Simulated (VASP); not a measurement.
# La3AlC (Pm-3m) in VASP: single point with LDA

Aim: the single point of La3AlC with LDA.

All numbers are computed with VASP 6.6.1; they aren't measurements. Logs are shortened: lines on timing, memory, paths and dates and some standing lists are left out, and cuts for length are marked.

### 1 The cell of the first run

It takes space group Pm-3m (No. 221, cubic). Conventional cell: a = 5.205 Å, b = 5.205 Å, c = 5.205 Å, α = 90.00°, β = 90.00°, γ = 90.00°. La (site symmetry 4/mmm) has 2 C at 2.60 Å within 3.4 Å. Within 3.4 Å of La (site symmetry 4/mmm) lie 2 C at 2.60 Å. Al (site symmetry m-3m) has 12 La at 3.68 Å and 8 C at 4.51 Å within 4.8 Å. C (site symmetry m-3m) has 6 La at 2.60 Å within 3.4 Å.

### 2 Single point, LDA

File INCAR:

```
SYSTEM = La3AlC
  PREC = Accurate
  ENCUT = 600
  EDIFF = 1E-6
  ISMEAR = -1
  SIGMA = 0.01
  LREAL = .FALSE.
  LASPH = .TRUE.
  NELM = 200
  ALGO = Normal
  ISIF = 2
  LWAVE = .FALSE.
  LCHARG = .FALSE.
  GGA = CA
  NBANDS = 96
  GGA_COMPAT = .FALSE.
  LMAXMIX = 6
```

File KPOINTS:

```
Automatic mesh
0
G
  1 1 2
  0 0 0
```

File POSCAR:

```
La3AlC
1.0
   10.4102620000      0.0000000000      0.0000000000
    0.0000000000     10.4102620000      0.0000000000
    0.0000000000      0.0000000000      5.2051310000
La Al C
12 4 4
Direct
    0.2500000000      0.2500000000      0.0000000000
    0.2500000000      0.0000000000      0.5000000000
    0.0000000000      0.2500000000      0.5000000000
    0.2500000000      0.7500000000      0.0000000000
    0.2500000000      0.5000000000      0.5000000000
    0.0000000000      0.7500000000      0.5000000000
    0.7500000000      0.2500000000      0.0000000000
    0.7500000000      0.0000000000      0.5000000000
    0.5000000000      0.2500000000      0.5000000000
    0.7500000000      0.7500000000      0.0000000000
    0.7500000000      0.5000000000      0.5000000000
    0.5000000000      0.7500000000      0.5000000000
    0.0000000000      0.0000000000      0.0000000000
    0.0000000000      0.5000000000      0.0000000000
    0.5000000000      0.0000000000      0.0000000000
    0.5000000000      0.5000000000      0.0000000000
    0.2500000000      0.2500000000      0.5000000000
    0.2500000000      0.7500000000      0.5000000000
    0.7500000000      0.2500000000      0.5000000000
    0.7500000000      0.7500000000      0.5000000000
```

Potentials or basis: VASP PAW LDA potentials, release 64 (La, Al, C).

The run is started by

```
$ cat potpaw_LDA.64/La/POTCAR potpaw_LDA.64/Al/POTCAR potpaw_LDA.64/C/POTCAR > POTCAR
$ mpirun -np 1 vasp_std > vasp.out
```

OUTCAR:

```text
SYSTEM = La3AlC
   PREC = Accurate
   ENCUT = 600
   EDIFF = 1E-6
   ISMEAR = -1
   LREAL = .FALSE.
   LASPH = .TRUE.
   NELM = 200
   ISIF = 2
   GGA = CA

 ion  position               nearest neighbor table
   1  0.250  0.250  0.000-  17 2.60  17 2.60   5 3.68   9 3.68   2 3.68   2 3.68   3 3.68   5 3.68
                             9 3.68   3 3.68
   2  0.250  0.000  0.500-  17 2.60  18 2.60   4 3.68   6 3.68   9 3.68  12 3.68   1 3.68   3 3.68
                             1 3.68   4 3.68
   3  0.000  0.250  0.500-  17 2.60  19 2.60   5 3.68   7 3.68   8 3.68  11 3.68   1 3.68   2 3.68
                             1 3.68   7 3.68
   4  0.250  0.750  0.000-  18 2.60  18 2.60   6 3.68  12 3.68   2 3.68   2 3.68   5 3.68   6 3.68
                            12 3.68   5 3.68
   5  0.250  0.500  0.500-  17 2.60  18 2.60   4 3.68   6 3.68   9 3.68  12 3.68   1 3.68   3 3.68
                             1 3.68   4 3.68
   6  0.000  0.750  0.500-  18 2.60  20 2.60   5 3.68   8 3.68  10 3.68  11 3.68   2 3.68   4 3.68
                             4 3.68  10 3.68
   7  0.750  0.250  0.000-  19 2.60  19 2.60   9 3.68  11 3.68   3 3.68   3 3.68   8 3.68   9 3.68
                            11 3.68   8 3.68
   8  0.750  0.000  0.500-  19 2.60  20 2.60   7 3.68   9 3.68  10 3.68  12 3.68   3 3.68   6 3.68
                             7 3.68  10 3.68
   9  0.500  0.250  0.500-  17 2.60  19 2.60   5 3.68   7 3.68   8 3.68  11 3.68   1 3.68   2 3.68
                             1 3.68   7 3.68
  10  0.750  0.750  0.000-  20 2.60  20 2.60  11 3.68  12 3.68   6 3.68   6 3.68   8 3.68  11 3.68
                            12 3.68   8 3.68
  11  0.750  0.500  0.500-  19 2.60  20 2.60   7 3.68   9 3.68  10 3.68  12 3.68   3 3.68   6 3.68
                             7 3.68  10 3.68
  12  0.500  0.750  0.500-  18 2.60  20 2.60   5 3.68   8 3.68  10 3.68  11 3.68   2 3.68   4 3.68
                             4 3.68  10 3.68
  13  0.000  0.000  0.000-
  14  0.000  0.500  0.000-
  15  0.500  0.000  0.000-
  16  0.500  0.500  0.000-
  17  0.250  0.250  0.500-   1 2.60   2 2.60   3 2.60   5 2.60   9 2.60   1 2.60
  18  0.250  0.750  0.500-   2 2.60   4 2.60   5 2.60   6 2.60  12 2.60   4 2.60
  19  0.750  0.250  0.500-   3 2.60   7 2.60   8 2.60   9 2.60  11 2.60   7 2.60
  20  0.750  0.750  0.500-   6 2.60   8 2.60  10 2.60  11 2.60  12 2.60  10 2.60

  LATTYP: Found a simple tetragonal cell.
 ALAT       =    10.4102620000
 C/A-ratio  =     0.5000000000

  Lattice vectors:

 A1 = (  10.4102620000,   0.0000000000,   0.0000000000)
 A2 = (   0.0000000000,  10.4102620000,   0.0000000000)
 A3 = (   0.0000000000,   0.0000000000,   5.2051310000)

Analysis of symmetry for initial positions (statically):
=====================================================================
 Subroutine PRICEL returns following result:

  LATTYP: Found a simple cubic cell.
 ALAT       =     5.2051310000

  Lattice vectors:

 A1 = (   5.2051310000,   0.0000000000,   0.0000000000)
 A2 = (   0.0000000000,   5.2051310000,   0.0000000000)
 A3 = (   0.0000000000,   0.0000000000,   5.2051310000)

   4 primitive cells build up your supercell.

 Routine SETGRP: Setting up the symmetry group for a
 simple tetragonal supercell.

 Subroutine GETGRP returns: Found 16 space group operations
 (whereof 16 operations were pure point group operations)
 out of a pool of 16 trial point group operations.

The static configuration has the point symmetry D_4h.

Analysis of symmetry for dynamics (positions and initial velocities):
=====================================================================
 Subroutine PRICEL returns following result:

  LATTYP: Found a simple cubic cell.
 ALAT       =     5.2051310000

  Lattice vectors:

 A1 = (   5.2051310000,   0.0000000000,   0.0000000000)
 A2 = (   0.0000000000,   5.2051310000,   0.0000000000)
 A3 = (   0.0000000000,   0.0000000000,   5.2051310000)

   4 primitive cells build up your supercell.

 Routine SETGRP: Setting up the symmetry group for a
 simple tetragonal supercell.

 Subroutine GETGRP returns: Found 16 space group operations
 (whereof 16 operations were pure point group operations)
 out of a pool of 16 trial point group operations.

The dynamic configuration has the point symmetry D_4h.

 Subroutine INISYM returns: Found 16 space group operations
 (whereof 16 operations are pure point group operations),
 and found     4 'primitive' translations

----------------------------------------------------------------------------------------

                                     Primitive cell

  volume of cell :     141.0246

  direct lattice vectors                    reciprocal lattice vectors
     5.205131000  0.000000000  0.000000000     0.192118123  0.000000000  0.000000000
     0.000000000  5.205131000  0.000000000     0.000000000  0.192118123  0.000000000
     0.000000000  0.000000000  5.205131000     0.000000000  0.000000000  0.192118123

  length of vectors
     5.205131000  5.205131000  5.205131000     0.192118123  0.192118123  0.192118123

  position of ions in fractional coordinates (direct lattice)
     0.500000000  0.500000000  0.000000000
     0.500000000  0.000000000  0.500000000
     0.000000000  0.500000000  0.500000000
     0.000000000  0.000000000  0.000000000
     0.500000000  0.500000000  0.500000000

  ion indices of the primitive-cell ions
   primitive index   ion index
                 1           1
                 2           2
                 3           3
                 4          13
                 5          17

----------------------------------------------------------------------------------------

 KPOINTS: Automatic mesh

Automatic generation of k-mesh.
 Grid dimensions read from file:
 generate k-points for:    1    1    2

 Generating k-lattice:

  Cartesian coordinates                     Fractional coordinates (reciprocal lattice)
     0.096059062  0.000000000  0.000000000     1.000000000  0.000000000  0.000000000
     0.000000000  0.096059062  0.000000000     0.000000000  1.000000000  0.000000000
     0.000000000  0.000000000  0.096059062     0.000000000  0.000000000  0.500000000

  Length of vectors
     0.096059062  0.096059062  0.096059062

  Shift w.r.t. Gamma in fractional coordinates (k-lattice)
     0.000000000  0.000000000  0.000000000

 Subroutine IBZKPT returns following result:
 ===========================================

 Found      2 irreducible k-points:

 Following reciprocal coordinates:
            Coordinates               Weight
  0.000000  0.000000  0.000000      1.000000
  0.000000  0.000000  0.500000      1.000000
   k-points           NKPTS =      2   k-points in BZ     NKDIM =      2   number of bands    NBANDS=     96
   number of dos      NEDOS =    301   number of ions     NIONS =     20
   total plane-waves  NPLWV = 296352
   dimension x,y,z NGX =    84 NGY =   84 NGZ =   42
   dimension x,y,z NGXF=   168 NGYF=  168 NGZF=   84
   ions per type =              12   4   4
   NGX,Y,Z   is equivalent  to a cutoff of  13.41, 13.41, 13.41 a.u.
   NGXF,Y,Z  is equivalent  to a cutoff of  26.83, 26.83, 26.83 a.u.
 SYSTEM =  La3AlC
   PREC   = accura    normal or accurate (medium, high low for compatibility)
   ISTART =      0    job   : 0-new  1-cont  2-samecut
   ICHARG =      2    charge: 1-file 2-atom 10-const
   ISPIN  =      1    spin polarized calculation?
   LNONCOLLINEAR =      F non collinear calculations
   LSORBIT =      F    spin-orbit coupling
   LASPH  =      T    aspherical Exc in radial PAW
   ENCUT  =  600.0 eV  44.10 Ry    6.64 a.u.  20.79 20.79 10.40*2*pi/ulx,y,z
   NELM   =    200;   NELMIN=  2; NELMDL= -5     # of ELM steps
   EDIFF  = 0.1E-05   stopping-criterion for ELM
   LREAL  =      F    real-space projection
   EDIFFG = 0.1E-04   stopping-criterion for IOM
   NSW    =      0    number of steps for IOM
   IBRION =     -1    ionic relax: 0-MD 1-quasi-New 2-CG
   NFREE  =      0    steps in history (QN), initial steepest desc. (CG)
   ISIF   =      2    stress and relaxation
   ISYM   =      2    0-nonsym 1-usesym 2-fastsym
   POTIM  = 0.5000    time-step for ionic-motion
   TEBEG  =    0.0;   TEEND  =   0.0 temperature during run
   PSTRESS=    0.0 pullay stress
   NELECT =     160.0000    total number of electrons
   NUPDOWN=      -1.0000    fix difference up-down
   EMIN   =  10.00;   EMAX   =-10.00  energy-range for DOS
   EFERMI =   0.00;   METHOD = LEGACY
   ISMEAR =    -1;   SIGMA  =   0.01  broadening in eV -4-tet -1-fermi 0-gaus
   EFERMI_NEDOS =   21; number of points for ismear=-14 and -15
   IALGO  =     38    algorithm
   IMIX   =      4    mixing-type and parameters
     AMIX     =   0.40;   BMIX     =  1.00
     AMIX_MAG =   1.60;   BMIX_MAG =  1.00
  volume/ion in A,a.u.               =      28.20       190.34
  Fermi-wavevector in a.u.,A,eV,Ry     =   1.075631  2.032647 15.741686  1.156981
  Thomas-Fermi vector in A             =   2.211493
   LORBIT       =      0    0 simple, 1 ext, 2 COOP (PROOUT), +10 PAW based schemes
   GGA     = CA    functional components
   LHFCALC =     F    Hartree Fock is set to
   AEXX    =    0.0000 exact exchange contribution
   IVDW    =     0    specifies the selected vdW correction
   LEPSILON=     F    determine dielectric tensor
   LRPA    =     F    only Hartree local field effects (RPA)
 non-spin polarized calculation
  energy-cutoff  :      600.00
  volume of cell :      564.10
 maximum number of plane-waves:     18813
 NGX is ok and might be reduce to    84
   NGX = 41   NGY = 41   NGZ = 21

 number of electron     159.9999995 magnetization

 Free energy of the ion-electron system (eV)
  ---------------------------------------------------
  ext. energy  EPLUGINS =         0.00000000
  ---------------------------------------------------
  free energy    TOTEN  =      -125.68203617 eV

  energy without entropy =     -125.65914863  energy(sigma->0) =     -125.67059240

 E-fermi :   6.9127     XC(G=0):  -9.7507

 val. band max:        6.7713402562   @ k =   0.0000   0.0000   0.0000
 cond. band min:       6.9213148622   @ k =   0.0000   0.0000   0.0000
 fundamental gap:      0.1499746060
 Fermi energy:         6.9127308435

 k-point     1 :       0.0000    0.0000    0.0000
  band No.  band energies     occupation
      1     -25.3754      2.00000
      2     -25.2903      2.00000
      3     -25.2903      2.00000
      4     -25.2033      2.00000
      5     -25.2033      2.00000
      6     -25.2031      2.00000
[... 84 lines left out ...]
     91       8.0785      0.00000
     92       8.1816      0.00000

 k-point     2 :       0.0000    0.0000    0.5000
  band No.  band energies     occupation
      1     -25.2903      2.00000
      2     -25.2033      2.00000
      3     -25.2031      2.00000
      4     -25.2031      2.00000
      5     -25.2020      2.00000
      6     -25.2020      2.00000
[... 84 lines left out ...]
     91       8.2935      0.00000
     92       8.2957      0.00000
 [bands above 92 left out]

------------------------ aborting loop because EDIFF is reached ----------------------------------------

  FORCE on cell =-STRESS in cart. coord.  units (eV):
  Direction    XX          YY          ZZ          XY          YZ          ZX
  --------------------------------------------------------------------------------------
  -------------------------------------------------------------------------------------
  Total      -20.5623145    -20.5623145    -20.5626464      0.0000000      0.0000000      0.0000000
  in kB      -58.4019833    -58.4019833    -58.4029262      0.0000000      0.0000000      0.0000000
  external PRESSURE =     -58.4022976 kB  Pullay stress =       0.0000000 kB

 VOLUME and BASIS-vectors are now :
 -----------------------------------------------------------------------------
  energy-cutoff  :      600.00
  volume of cell :      564.10
      direct lattice vectors                 reciprocal lattice vectors
    10.410262000  0.000000000  0.000000000     0.096059062  0.000000000  0.000000000
     0.000000000 10.410262000  0.000000000     0.000000000  0.096059062  0.000000000
     0.000000000  0.000000000  5.205131000     0.000000000  0.000000000  0.192118123

 POSITION                                       TOTAL-FORCE (eV/Angst)
 -----------------------------------------------------------------------------------
      2.60257      2.60257      0.00000         0.000000      0.000000     -0.000000
      2.60257      0.00000      2.60257         0.000000     -0.000000     -0.000000
      0.00000      2.60257      2.60257        -0.000000      0.000000      0.000000
      2.60257      7.80770      0.00000         0.000000     -0.000000      0.000000
      2.60257      5.20513      2.60257         0.000000     -0.000000      0.000000
      0.00000      7.80770      2.60257         0.000000     -0.000000     -0.000000
[... 12 lines left out ...]
      7.80770      2.60257      2.60257         0.000000     -0.000000      0.000000
      7.80770      7.80770      2.60257         0.000000     -0.000000      0.000000
 -----------------------------------------------------------------------------------
    total drift:                                0.000000     -0.000000     -0.000000

  FREE ENERGIE OF THE ION-ELECTRON SYSTEM (eV)
  ---------------------------------------------------
  free  energy   TOTEN  =      -125.6820361726 eV

  energy  without entropy=     -125.6591486282  energy(sigma->0) =     -125.67059240
```

Wall time 6.3 min (1 thread of Intel Xeon Platinum 8375C at 2.90GHz (Ice Lake), shared host); peak memory 0.51 GiB.

Results:

- Free energy: -125.6820 eV
- Pressure: -5.8 GPa
- Band gap on the k mesh: zero (bands 80 and 81 overlap by 0.17 eV)

Caveat: the k points lie up to 0.60 Å⁻¹ apart; spin-orbit coupling is left out, which moves the levels of the heavy elements.
